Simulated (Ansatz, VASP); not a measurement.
## PbS in VASP and in Ansatz

```
Pb S
1.0
     0.00000    2.96575    2.96575
     2.96575    0.00000    2.96575
     2.96575    2.96575    0.00000
Pb S
1 1
Direct
  0.00000 0.00000 0.00000
  0.50000 0.50000 0.50000
```

Alike in both runs: task relaxation of cell and atoms; functional PBE; dispersion D3(BJ); k mesh 10 × 10 × 10; occupations gaussian, width 0.02 eV; no spin polarisation.

|  | VASP | Ansatz |
| --- | --- | --- |
| version | VASP 6.6.1 | Ansatz 0.2.0 |
| potentials or method | VASP PAW PBE potentials, release 64 (Pb_d, S), cutoff 600 eV | scalar-relativistic, plane waves, PAW |
| valence electrons in the cell | 20 | 20 |

```csv
,VASP,Ansatz,Ansatz less VASP
"gap on the k mesh at the Fermi level, each at its own relaxed structure (eV)",0.37,0.36,-0.004
relaxed volume (Å³/atom),26.12,26.14,+0.020
relaxed cell length with the largest relative difference (Å),4.196,4.197,+0.0011
```

Ansatz's warnings: relaxed geometry near dispersion switch.

Spin-orbit coupling is off throughout.
